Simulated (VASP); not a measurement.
Here is a VASP 6.6.1 calculation.

The input INCAR:

```
SYSTEM = Sb
  PREC = Accurate
  ENCUT = 520
  EDIFF = 1E-6
  ISMEAR = 0
  SIGMA = 0.05
  LREAL = .False.
  LASPH = .True.
  NELM = 150
  ALGO = Normal
  ISIF = 2
  LWAVE = .False.
  LCHARG = .False.
  MAGMOM = 0 0 0
  LORBIT = 11
  LSORBIT = .True.
  GGA_COMPAT = .False.
  LORBMOM = .True.
  GGA = PE
  NBANDS = 16
```

The input KPOINTS:

```
Automatic mesh
0
Gamma
  8 8 8
  0 0 0
```

File POSCAR:

```
Sb
1.0
    3.1600000000      0.0000000000      0.0000000000
    0.0000000000      3.1600000000      0.0000000000
    0.0000000000      0.0000000000      3.1600000000
Sb
1
Direct
    0.0000000000      0.0000000000      0.0000000000
```

Potentials or basis: VASP PAW PBE potentials, release 64 (Sb).

Command:

```bash
$ cat potpaw_PBE.64/Sb/POTCAR > POTCAR
$ mpirun -np 1 vasp_ncl > vasp.out
```

Q: What does it give for the pressure?

A: -2.1 GPa.

Q: Estimate the net moment.

A: 0.00 μB per cell.

Moments on the atoms (μB; x, y, z):
```
Sb  0.00 0.00 0.00
```
